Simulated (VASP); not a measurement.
# YTi (Fm-3m) in VASP: further runs

YTi is run at these levels: PBEsol; tasks: single point.

Everything below comes from runs of VASP 6.6.1. Logs are shortened: lines on timing, memory, paths and dates and some standing lists are left out, and cuts for length are marked.

### Step 1. The cell of the first run

It takes space group Fm-3m (No. 225, cubic). Conventional cell: a = 5.421 Å, b = 5.421 Å, c = 5.421 Å, α = 90.00°, β = 90.00°, γ = 90.00°. Within 3.6 Å of Y (site symmetry m-3m) lie 6 Ti at 2.71 Å. Within 3.6 Å of Ti (site symmetry m-3m) lie 6 Y at 2.71 Å.

### Step 2. Single point, PBEsol, non-collinear spin, zero start, spin-orbit coupling

Input file INCAR:

```
  PREC = Accurate
  ENCUT = 520
  EDIFF = 1E-7
  ISMEAR = -1
  SIGMA = 0.05
  LREAL = F
  LASPH = T
  NELM = 150
  ALGO = Normal
  ISIF = 2
  LWAVE = F
  LCHARG = T
  MAGMOM = 0 0 0 0 0 0
  LORBIT = 11
  LSORBIT = T
  GGA_COMPAT = F
  LORBMOM = T
  LMAXMIX = 4
  GGA = PS
  LVHAR = T
  NBANDS = 35
```

Input file KPOINTS:

```
regular mesh
0
Gamma
  7 7 7
```

Input file POSCAR:

```
YTi
1.0
    0.0000000000      2.7102502500      2.7102502500
    2.7102502500      0.0000000000      2.7102502500
    2.7102502500      2.7102502500      0.0000000000
Y Ti
1 1
Direct
    0.0000000000      0.0000000000      0.0000000000
    0.5000000000      0.5000000000      0.5000000000
```

Potentials or basis: VASP PAW PBE potentials, release 64 (Y_sv, Ti_sv).

Run with:

```sh
> cat potpaw_PBE.64/Y_sv/POTCAR potpaw_PBE.64/Ti_sv/POTCAR > POTCAR
> mpirun -np 1 vasp_ncl > vasp.out
```

OUTCAR:

```text
PREC = Accurate
   ENCUT = 520
   EDIFF = 1E-7
   ISMEAR = -1
   LREAL = F
   LASPH = T
   NELM = 150
   ISIF = 2
   LORBIT = 11
   LSORBIT = T
   GGA = PS

 ion  position               nearest neighbor table
   1  0.000  0.000  0.000-   2 2.71   2 2.71   2 2.71   2 2.71   2 2.71   2 2.71
   2  0.500  0.500  0.500-   1 2.71   1 2.71   1 2.71   1 2.71   1 2.71   1 2.71

  LATTYP: Found a face centered cubic cell.
 ALAT       =     5.4205005000

  Lattice vectors:

 A1 = (   0.0000000000,   2.7102502500,   2.7102502500)
 A2 = (   2.7102502500,   0.0000000000,   2.7102502500)
 A3 = (   2.7102502500,   2.7102502500,   0.0000000000)

Analysis of symmetry for initial positions (statically):
=====================================================================
 Subroutine PRICEL returns:
 Original cell was already a primitive cell.

 Routine SETGRP: Setting up the symmetry group for a
 face centered cubic supercell.

 Subroutine GETGRP returns: Found 48 space group operations
 (whereof 48 operations were pure point group operations)
 out of a pool of 48 trial point group operations.

The static configuration has the point symmetry O_h .

Analysis of symmetry for dynamics (positions and initial velocities):
=====================================================================
 Subroutine PRICEL returns:
 Original cell was already a primitive cell.

 Routine SETGRP: Setting up the symmetry group for a
 face centered cubic supercell.

 Subroutine GETGRP returns: Found 48 space group operations
 (whereof 48 operations were pure point group operations)
 out of a pool of 48 trial point group operations.

The dynamic configuration has the point symmetry O_h .

Analysis of structural, dynamic, and magnetic symmetry:
=====================================================================
 Subroutine PRICEL returns:
 Original cell was already a primitive cell.

 Routine SETGRP: Setting up the symmetry group for a
 face centered cubic supercell.

 Subroutine GETGRP returns: Found 48 space group operations
 (whereof 48 operations were pure point group operations)
 out of a pool of 48 trial point group operations.

The overall configuration has the point symmetry O_h .

 Subroutine INISYM returns: Found 48 space group operations
 (whereof 48 operations are pure point group operations),
 and found     1 'primitive' translations

----------------------------------------------------------------------------------------

                                     Primitive cell

  volume of cell :      39.8161

  direct lattice vectors                    reciprocal lattice vectors
     0.000000000  2.710250250  2.710250250    -0.184484809  0.184484809  0.184484809
     2.710250250  0.000000000  2.710250250     0.184484809 -0.184484809  0.184484809
     2.710250250  2.710250250  0.000000000     0.184484809  0.184484809 -0.184484809

  length of vectors
     3.832872661  3.832872661  3.832872661     0.319537063  0.319537063  0.319537063

  position of ions in fractional coordinates (direct lattice)
     0.000000000  0.000000000  0.000000000
     0.500000000  0.500000000  0.500000000

  ion indices of the primitive-cell ions
   primitive index   ion index
                 1           1
                 2           2

----------------------------------------------------------------------------------------

 KPOINTS: regular mesh

Automatic generation of k-mesh.
 Grid dimensions read from file:
 generate k-points for:    7    7    7

 Generating k-lattice:

  Cartesian coordinates                     Fractional coordinates (reciprocal lattice)
[... 98 lines left out ...]
 Free energy of the ion-electron system (eV)
  ---------------------------------------------------
  ext. energy  EPLUGINS =         0.00000000
  ---------------------------------------------------
  free energy    TOTEN  =       -12.80571134 eV

  energy without entropy =      -12.78255884  energy(sigma->0) =      -12.79413509

 E-fermi :   6.1816     XC(G=0): -11.2738

 val. band max:        6.1119417438   @ k =   0.2857   0.1429   0.0000
 cond. band min:       6.2061353342   @ k =   0.4286   0.1429   0.0000
 fundamental gap:      0.0941935904
 Fermi energy:         6.1816222021

 k-point     1 :       0.0000    0.0000    0.0000
  band No.  band energies     occupation
      1     -50.1189      1.00000
      2     -50.1189      1.00000
      3     -35.1301      1.00000
      4     -35.1301      1.00000
      5     -26.9833      1.00000
      6     -26.9833      1.00000
[... 749 lines left out ...]
     34       9.7605      0.00000
     35      11.3104      0.00000

------------------------ aborting loop because EDIFF is reached ----------------------------------------

  FORCE on cell =-STRESS in cart. coord.  units (eV):
  Direction    XX          YY          ZZ          XY          YZ          ZX
  --------------------------------------------------------------------------------------
  -------------------------------------------------------------------------------------
  Total        3.1233796      3.1233796      3.1233796     -0.0000000     -0.0000000     -0.0000000
  in kB      125.6831857    125.6831857    125.6831857     -0.0000000     -0.0000000     -0.0000000
  external PRESSURE =     125.6831857 kB  Pullay stress =       0.0000000 kB

 VOLUME and BASIS-vectors are now :
 -----------------------------------------------------------------------------
  energy-cutoff  :      520.00
  volume of cell :       39.82
      direct lattice vectors                 reciprocal lattice vectors
     0.000000000  2.710250250  2.710250250    -0.184484809  0.184484809  0.184484809
     2.710250250  0.000000000  2.710250250     0.184484809 -0.184484809  0.184484809
     2.710250250  2.710250250  0.000000000     0.184484809  0.184484809 -0.184484809

 POSITION                                       TOTAL-FORCE (eV/Angst)
 -----------------------------------------------------------------------------------
      0.00000      0.00000      0.00000         0.000000      0.000000     -0.000000
      2.71025      2.71025      2.71025         0.000000      0.000000      0.000000
 -----------------------------------------------------------------------------------
    total drift:                                0.000000      0.000000      0.000000

  FREE ENERGIE OF THE ION-ELECTRON SYSTEM (eV)
  ---------------------------------------------------
  free  energy   TOTEN  =       -12.8057113365 eV

  energy  without entropy=      -12.7825588354  energy(sigma->0) =      -12.79413509

 orbital moment (x)

 # of ion     p       d       f       tot
 ------------------------------------------------
  1         0.000  -0.000   0.000  -0.000
  2         0.000   0.000   0.000   0.000
 ------------------------------------------------
            0.000  -0.000   0.000  -0.000

 orbital moment (y)

 # of ion     p       d       f       tot
 ------------------------------------------------
  1         0.000   0.000  -0.000   0.000
  2        -0.000   0.000   0.000   0.000
 ------------------------------------------------
           -0.000   0.000  -0.000   0.000

 orbital moment (z)

 # of ion     p       d       f       tot
 ------------------------------------------------
  1         0.000   0.000   0.000   0.000
  2         0.000  -0.000   0.000  -0.000
 ------------------------------------------------
            0.000   0.000   0.000   0.000

 Spin-Orbit-Coupling matrix elements

 Ion:    1  E_soc:     -0.1033588
 l=   1
     0.0000000    -0.0169812    -0.0169812
    -0.0169812     0.0000000    -0.0169812
    -0.0169812    -0.0169812     0.0000000
 l=   2
     0.0000000    -0.0000494     0.0000000    -0.0000494    -0.0001959
    -0.0000494     0.0000000    -0.0001469    -0.0000494    -0.0000490
     0.0000000    -0.0001469     0.0000000    -0.0001469     0.0000000
    -0.0000494    -0.0000494    -0.0001469     0.0000000    -0.0000490
    -0.0001959    -0.0000490     0.0000000    -0.0000490     0.0000000
 l=   3
     0.0000000     0.0000000     0.0000000     0.0000000     0.0000000    -0.0000000    -0.0000000
     0.0000000     0.0000000     0.0000000     0.0000000     0.0000000     0.0000000     0.0000000
     0.0000000     0.0000000     0.0000000    -0.0000000     0.0000000    -0.0000000     0.0000000
     0.0000000     0.0000000    -0.0000000     0.0000000    -0.0000000     0.0000000     0.0000000
     0.0000000     0.0000000     0.0000000    -0.0000000     0.0000000    -0.0000000     0.0000000
    -0.0000000     0.0000000    -0.0000000     0.0000000    -0.0000000     0.0000000    -0.0000000
    -0.0000000     0.0000000     0.0000000     0.0000000     0.0000000    -0.0000000     0.0000000

 Ion:    2  E_soc:     -0.0110651
 l=   1
     0.0000000    -0.0017887    -0.0017887
    -0.0017887     0.0000000    -0.0017887
    -0.0017887    -0.0017887     0.0000000
 l=   2
     0.0000000    -0.0000201     0.0000000    -0.0000201    -0.0000354
    -0.0000201     0.0000000    -0.0000265    -0.0000201    -0.0000088
     0.0000000    -0.0000265     0.0000000    -0.0000265     0.0000000
    -0.0000201    -0.0000201    -0.0000265     0.0000000    -0.0000088
    -0.0000354    -0.0000088     0.0000000    -0.0000088     0.0000000
 l=   3
     0.0000000     0.0000000     0.0000000     0.0000000     0.0000000     0.0000000     0.0000000
     0.0000000     0.0000000     0.0000000     0.0000000     0.0000000     0.0000000     0.0000000
     0.0000000     0.0000000     0.0000000     0.0000000     0.0000000     0.0000000     0.0000000
     0.0000000     0.0000000     0.0000000     0.0000000     0.0000000     0.0000000     0.0000000
     0.0000000     0.0000000     0.0000000     0.0000000     0.0000000     0.0000000     0.0000000
     0.0000000     0.0000000     0.0000000     0.0000000     0.0000000     0.0000000     0.0000000
     0.0000000     0.0000000     0.0000000     0.0000000     0.0000000     0.0000000     0.0000000

 total charge

# of ion       s       p       d       f       tot
--------------------------------------------------
    1        2.301   6.314   1.623   0.032  10.270
    2        2.268   6.032   2.178   0.000  10.478
--------------------------------------------------
tot          4.568  12.346   3.802   0.032  20.748

 magnetization (x)

# of ion       s       p       d       f       tot
--------------------------------------------------
    1        0.000  -0.000  -0.000  -0.000  -0.000
    2        0.000   0.000  -0.000   0.000  -0.000
--------------------------------------------------
tot          0.000  -0.000  -0.000  -0.000  -0.000

 magnetization (y)

# of ion       s       p       d       f       tot
--------------------------------------------------
    1        0.000  -0.000  -0.000   0.000   0.000
    2        0.000  -0.000   0.000   0.000   0.000
--------------------------------------------------
tot          0.000  -0.000  -0.000   0.000   0.000

 magnetization (z)

# of ion       s       p       d       f       tot
--------------------------------------------------
    1        0.000  -0.000  -0.000   0.000  -0.000
    2        0.000   0.000   0.000   0.000   0.000
--------------------------------------------------
tot          0.000  -0.000   0.000   0.000   0.000
```

Wall time 1.8 min (1 thread of AMD EPYC 7R43 (Zen 3), shared host); peak memory 0.27 GiB.

Results:

| Property | Result |
| --- | --- |
| Free energy | -12.8057 eV |
| Pressure | 12.6 GPa |
| Net moment | 0.00 μB per cell |
| Valence electrons inside the program's atomic spheres | Y 10.27; Ti 10.48 |

Moments on the atoms (μB; x, y, z):
```
Y   0.00 0.00 0.00
Ti  0.00 0.00 0.00
```

Caveat: the PAW data sets were made with another functional, which shifts forces and pressure a little.

### Step 3. Single point, PBEsol, non-collinear spin, zero start, spin-orbit coupling

Input file INCAR:

```
SYSTEM = YTi
ALGO     = Normal         ! electronic algorithm
EDIFF    = 1E-6           ! SCF threshold, eV
ENCUT    = 520            ! plane-wave cutoff, eV
GGA      = PS             ! functional
GGA_COMPAT= .FALSE.      
ISIF     = 2              ! what is computed and relaxed
ISMEAR   = -1             ! smearing method
LASPH    = .TRUE.         ! aspherical terms in the spheres
LCHARG   = .FALSE.        ! write CHGCAR
LMAXMIX  = 4              ! l up to which the mixer works
LNONCOLLINEAR= .TRUE.         ! non-collinear magnetism
LORBIT   = 11             ! projections on sites
LORBMOM  = .TRUE.       
LREAL    = .FALSE.        ! projectors in reciprocal space
LSORBIT  = .TRUE.         ! spin-orbit coupling
LWAVE    = .FALSE.        ! write WAVECAR
MAGMOM   = 0 0 0 0 0 0    ! initial moments
NBANDS   = 35             ! bands
NELM     = 150            ! most SCF steps
PREC     = Accurate       ! precision mode
SIGMA    = 0.01           ! smearing width, eV
```

Input file KPOINTS:

```
k-points
0
G
  7 7 7
  0 0 0
```

POSCAR is that of step 2.

Potentials or basis: VASP PAW PBE potentials, release 64 (Y_sv, Ti_sv).

Run with:

```sh
> cat potpaw_PBE.64/Y_sv/POTCAR potpaw_PBE.64/Ti_sv/POTCAR > POTCAR
> mpirun -np 1 vasp_ncl > vasp.out
```

Run time: 93 s. Hardware: 1 thread of AMD EPYC 7R43 (Zen 3), shared host; peak memory 0.27 GiB.

It converged, with:

```yaml
Free_energy: -12.7961 eV
Pressure: 12.3 GPa
Net_moment: 0.00 μB per cell
Valence_electrons_inside_the_program's_atomic_spheres: Y 10.27; Ti 10.48
```

Moments on the atoms (μB; x, y, z):
```
Y   0.00 0.00 0.00
Ti  0.00 0.00 0.00
```

Caveat: the PAW data sets were made with another functional, which shifts forces and pressure a little.

### Step 4. Single point, PBEsol, non-collinear spin, zero start, spin-orbit coupling

Input file INCAR:

```
  PREC = Accurate
  ENCUT = 520
  EDIFF = 1E-6
  ISMEAR = -1
  SIGMA = 0.005
  LREAL = F
  LASPH = T
  NELM = 150
  ALGO = Normal
  ISIF = 2
  LWAVE = F
  LCHARG = F
  MAGMOM = 0 0 0 0 0 0
  LORBIT = 11
  LSORBIT = T
  GGA_COMPAT = F
  LORBMOM = T
  LMAXMIX = 4
  GGA = PS
  NBANDS = 35
```

Input file KPOINTS:

```
regular mesh
0
Gamma
  7 7 7
```

POSCAR is that of step 3.

Run with:

```sh
> cat potpaw_PBE.64/Y_sv/POTCAR potpaw_PBE.64/Ti_sv/POTCAR > POTCAR
> mpirun -np 1 vasp_ncl > vasp.out
```

It took 99 s on 1 thread of AMD EPYC 7R43 (Zen 3), shared host; peak memory 0.27 GiB.

The run converged. Its results:

| Quantity | Value |
| --- | --- |
| Free energy | -12.7958 eV |
| Pressure | 12.3 GPa |
| Net moment | 0.00 μB per cell |
| Valence electrons inside the program's atomic spheres | Y 10.27; Ti 10.48 |

Moments on the atoms (μB; x, y, z):
```
Y   0.00 0.00 0.00
Ti  0.00 0.00 0.00
```

Caveat: the PAW data sets were made with another functional, which shifts forces and pressure a little.

### Step 5. Summary

```tsv
smearing	pressure (GPa)	moment (μB)
fermi-dirac 0.05 eV	12.6	0.00
fermi-dirac 0.01 eV	12.3	0.00
fermi-dirac 0.005 eV	12.3	0.00
```

Alike in all rows: task single point; level PBEsol; potentials or basis VASP PAW PBE potentials, release 64 (Y_sv, Ti_sv); spin non-collinear, zero start, SOC; cell as given; k mesh 7 × 7 × 7; cutoff (eV) 520.

Caveats: the PAW data sets were made with another functional, which shifts forces and pressure a little.

Total energies depend on the potentials used, so only differences within one code and one set of settings carry meaning.
